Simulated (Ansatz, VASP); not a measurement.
# One calculation of WS2, two programs

File INCAR:

```
  PREC = Accurate
  ENCUT = 520
  EDIFF = 1E-6
  ISMEAR = -1
  SIGMA = 0.08
  LREAL = F
  LASPH = T
  NELM = 100
  ALGO = Normal
  ISIF = 2
  LWAVE = F
  LCHARG = F
  GGA = CA
  NBANDS = 20
```

The input KPOINTS:

```
regular mesh
0
Gamma
  13 13 13
```

File POSCAR:

```
WS2
1.0
    1.5790003843      0.9116362969      6.2865966000
   -1.5790003843      0.9116362969      6.2865966000
    0.0000000000     -1.8232725938      6.2865966000
W S
1 2
Direct
    0.0000000000      0.0000000000      0.0000000000
    0.7503000000      0.7503000000      0.7503000000
    0.5810000000      0.5810000000      0.5810000000
```

Input for Ansatz:

```yaml
crystal:
  lattice:
    - [1.5790003843, 0.9116362969, 6.2865966]
    - [-1.5790003843, 0.9116362969, 6.2865966]
    - [0.0, -1.8232725938, 6.2865966]
  atoms:
    - { symbol: W, position: [0.0, 0.0, 0.0] }
    - { symbol: S, position: [0.7503, 0.7503, 0.7503] }
    - { symbol: S, position: [0.581, 0.581, 0.581] }
kpoints:
  mp_grid: { grid: [13, 13, 13] }
  band_path:
    path:
      - [0.0, 0.0, 0.0]
      - [0.5, 0.5, 0.5]
      - [0.8193142128, 0.1806857872, 0.5]
      - [0.5, -0.1806857872, 0.1806857872]
      - [0.5, 0.0, 0.0]
      - [0.0, 0.0, 0.0]
      - [0.3403428936, -0.3403428936, 0.0]
      - [0.6596571064, 0.0, 0.3403428936]
      - [0.5, 0.0, 0.5]
    npoints: 5
scf:
  occupations: { method: fermi_dirac, width: 0.08 }
hamiltonian:
  xc: lda
  pseudopotentials: { kind: all_electron, lapw: { basis_error: 0.0005 } }
output:
  forces: true
  stress: true
  eigenvalues: true
```

Change from the starting cell: zz strain of +2 %.

Alike in both runs: task single point; functional LDA; k mesh 13 × 13 × 13; occupations fermi-dirac, width 0.08 eV; no spin polarisation.

|  | VASP | Ansatz |
| --- | --- | --- |
| version | VASP 6.6.1 | Ansatz 0.2.0 |
| potentials or method | VASP PAW LDA potentials, release 64 (W_sv, S), cutoff 520 eV | all-electron LAPW, scalar-relativistic |

Ansatz gave:

- pressure (GPa): -6.8
- traceless stress, the component that is largest in VASP (GPa): -2.25
- rms of the force components (eV/Å): 0.461

Q: Which values does VASP return?

A: Pressure (GPa): -6.5; traceless stress, the component that is largest in VASP (GPa): -2.23; rms of the force components (eV/Å): 0.444.

LDA's correlation is that of Perdew and Zunger in VASP and of Perdew and Wang (1992) in Ansatz. Atom by atom the forces differ by 0.020 eV/Å (rms over components). Ansatz ran all-electron here, and VASP with PAW potentials.

Neither program's run includes spin-orbit coupling.
